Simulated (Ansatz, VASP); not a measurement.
**Two plane-wave programs on O**

```xyz
2
Lattice="2.7015 -1.7145 0.0000 2.7015 1.7145 0.0000 -1.9650 0.0000 3.7480" Properties=species:S:1:pos:R:3 pbc="T T T"
O     0.0805    0.0354    0.5734
O     3.3929    0.0000    3.1745
```

Alike in both runs: task electric field gradients; functional PBE; k mesh 11 × 11 × 8; occupations fermi-dirac, width 0.01 eV; no spin polarisation.

|  | VASP | Ansatz |
| --- | --- | --- |
| version | VASP 6.6.1 | Ansatz 0.2.0 |
| potentials or method | VASP PAW PBE potentials, release 64 (O) | PAW with Ansatz's default frozen-core files, scalar-relativistic |
| plane-wave cutoff (eV) | 520 | 420 |
| valence electrons in the cell | 12 | 12 |

|  | VASP | Ansatz | Ansatz less VASP |
| --- | --- | --- | --- |
| pressure (GPa) | 10.3 | 6.8 | -3.53 |
| traceless stress, the component that is largest in VASP (GPa) | 29.04 | 21.57 | -7.470 |
| rms of the force components (eV/Å) | 4.341 | 3.088 | -1.2530 |
| size of Vzz on the site where it differs most (V/Å²) | 115.6 | 115.0 | -0.63 |

Atom by atom the forces differ by 1.255 eV/Å (rms over components).

Noted on VASP's run: the standard files for N, O and F lose accuracy on very short bonds; spin is off for a triplet molecule.
